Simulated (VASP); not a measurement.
Here is a VASP 6.6.1 calculation.

File POSCAR:

```
KI
1.0
    4.2909400946      0.0000000000      0.0000000000
    0.0000000000      4.2909400946      0.0000000000
    0.0000000000      0.0000000000      4.2909400946
K I
1 1
Direct
    0.0000000000      0.0000000000      0.0000000000
    0.5000000000      0.5000000000      0.5000000000
```

File INCAR.step1:

```
PREC = Accurate
ENCUT = 520
ISMEAR = 0
SIGMA = 0.01
LREAL = False
LASPH = True
NELM = 60
NBANDS = 15
GGA = PE
ALGO = Normal
EDIFF = 1E-4
LWAVE = True
LCHARG = False
```

The input INCAR.step2:

```
PREC = Accurate
ENCUT = 520
EDIFF = 1E-7
ISMEAR = 0
SIGMA = 0.01
LREAL = False
LASPH = True
NELM = 60
ALGO = Normal
ISIF = 2
LWAVE = False
LCHARG = False
METAGGA = R2SCAN
LMIXTAU = True
NBANDS = 15
ISTART = 1
```

Contents of KPOINTS:

```
regular mesh
0
Gamma
  4 4 4
```

Potentials or basis: VASP PAW PBE potentials, release 64 (K_sv, I).

Run with:

```bash
$ cat potpaw_PBE.64/K_sv/POTCAR potpaw_PBE.64/I/POTCAR > POTCAR
$ cp INCAR.step1 INCAR
$ mpirun -np 1 vasp_std > vasp.out
$ cp INCAR.step2 INCAR
$ mpirun -np 1 vasp_std > vasp.out
```

**Question.** What does it give for the pressure?

**Answer.** 0.1 GPa.

**Question.** Estimate the band gap on the k mesh.

**Answer.** 4.04 eV (least direct gap 4.41 eV).

Caveat: the PAW data sets were made with another functional, which shifts forces and pressure a little; spin-orbit coupling is left out, which moves the levels of the heavy elements. A k mesh can miss the band edges.
